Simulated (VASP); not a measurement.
Runs of VASP 6.6.1 on PbS. The structure is that of space group P-6m2 (No. 187), or close to it. The cells are those of the table. 

```csv
cell,gap on the mesh (eV),pressure (GPa)
"a = 4.126, b = 4.126, c = 3.822 Å, angles 90.0, 90.0, 120.0°, 2 atoms",none,-5.6
"a = 4.016, b = 4.016, c = 3.720 Å, angles 90.0, 90.0, 120.0°, 2 atoms",none,-1.8
"a = 3.978, b = 3.978, c = 3.684 Å, angles 90.0, 90.0, 120.0°, 2 atoms",none,-0.1
"a = 4.053, b = 4.053, c = 3.754 Å, angles 90.0, 90.0, 120.0°, 2 atoms",none,(a)
"a = 4.090, b = 4.090, c = 3.788 Å, angles 90.0, 90.0, 120.0°, 2 atoms",none,(b)
"a = 4.196, b = 4.196, c = 3.887 Å, angles 90.0, 90.0, 120.0°, 2 atoms",none,-7.2
"a = 4.161, b = 4.161, c = 3.854 Å, angles 90.0, 90.0, 120.0°, 2 atoms",none,-6.5
```

Alike in all rows: task single point; level LDA; potentials or basis VASP PAW LDA potentials, release 64 (Pb_d, S); no spin polarisation; k mesh 6 × 6 × 6; cutoff (eV) 500; smearing fermi-dirac 0.05 eV.

Task: Estimate the missing entries.

Result: (a) -3.2; (b) -4.5.

Caveats: spin-orbit coupling is left out, which moves the levels of the heavy elements; the cell stands under tension (at least some runs); semilocal functionals underestimate gaps, so a narrow gap can read as zero (at least some runs).

A k mesh can miss the band edges, and the runs leave out spin-orbit coupling on Pb.

A gap of «none» marks levels without a gap at the run's occupations.
